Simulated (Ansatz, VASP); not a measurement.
# Ge2Sb2Te5 in VASP and in Ansatz

```
Ge Sb Te
1.0
     4.13494    0.00000    0.00000
    -2.06747    3.58096    0.00000
     0.00000    0.00000   17.33542
Ge Sb Te
2 2 5
Direct
  0.33333 0.66667 0.45144
  0.66667 0.33333 0.54856
  0.33333 0.66667 0.11495
  0.66667 0.33333 0.88505
  0.00000 0.00000 0.00000
  0.33333 0.66667 0.78477
  0.66667 0.33333 0.21523
  0.00000 0.00000 0.36918
  0.00000 0.00000 0.63082
```

Alike in both runs: functional LDA; k mesh 10 × 10 × 2; occupations gaussian, width 0.05 eV; no spin polarisation.

Ansatz relaxed the structure, and its values are those at the end. VASP's run is a single point on that final structure, the one shown.

|  | VASP | Ansatz |
| --- | --- | --- |
| version | VASP 6.6.1 | Ansatz 0.2.0 |
| potentials or method | VASP PAW LDA potentials, release 64 (Ge_d, Sb, Te) | scalar-relativistic, plane waves, PAW |
| plane-wave cutoff (eV) | 520 | 420 |
| valence electrons in the cell | 68 | 138 |

VASP gave:

```
pressure (GPa)                     : 0.2
rms of the force components (eV/Å) : 0.022
```

Estimate Ansatz's values.

pressure (GPa): 0.0; rms of the force components (eV/Å): 0.000.

LDA's correlation is that of Perdew and Zunger in VASP and of Perdew and Wang (1992) in Ansatz. VASP's potentials hold 68 valence electrons a cell and Ansatz's 138, so a difference there can come from the potentials and not from the codes.

Neither program's run includes spin-orbit coupling.
